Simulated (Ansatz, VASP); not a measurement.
Two plane-wave programs on Mn

```
CELL_PARAMETERS angstrom
2.45035 0.00000 0.00000
-1.22518 2.12207 0.00000
0.00000 0.00000 3.96899
ATOMIC_POSITIONS crystal
Mn 0.66667 0.33333 0.75000
Mn 0.33333 0.66667 0.25000
```

Alike in both runs: functional PBEsol; k mesh 9 × 9 × 4; occupations gaussian, width 0.1 eV; no spin polarisation.

Ansatz relaxed the structure, and its values are those at the end. VASP's run is a single point on that final structure, the one shown.

```csv
,VASP,Ansatz
version,VASP 6.6.1,Ansatz 0.2.0
potentials or method,"VASP PAW PBE potentials, release 64 (Mn_pv), cutoff 500 eV","scalar-relativistic, plane waves, PAW"
valence electrons in the cell,26,30
```

Ansatz gave:

* gap on the k mesh at the Fermi level (eV): none
* pressure (GPa): 0.3

Problem. Which values does VASP return?

Solution. gap on the k mesh at the Fermi level (eV): none; pressure (GPa): 0.1.

VASP's potentials were made for PBE, not for PBEsol. A gap of «none» marks a metal or a gap that the smearing closes. VASP's potentials hold 26 valence electrons a cell and Ansatz's 30, so a difference there can come from the potentials and not from the codes.

The k mesh is coarse, so the values compare programs but aren't converged.
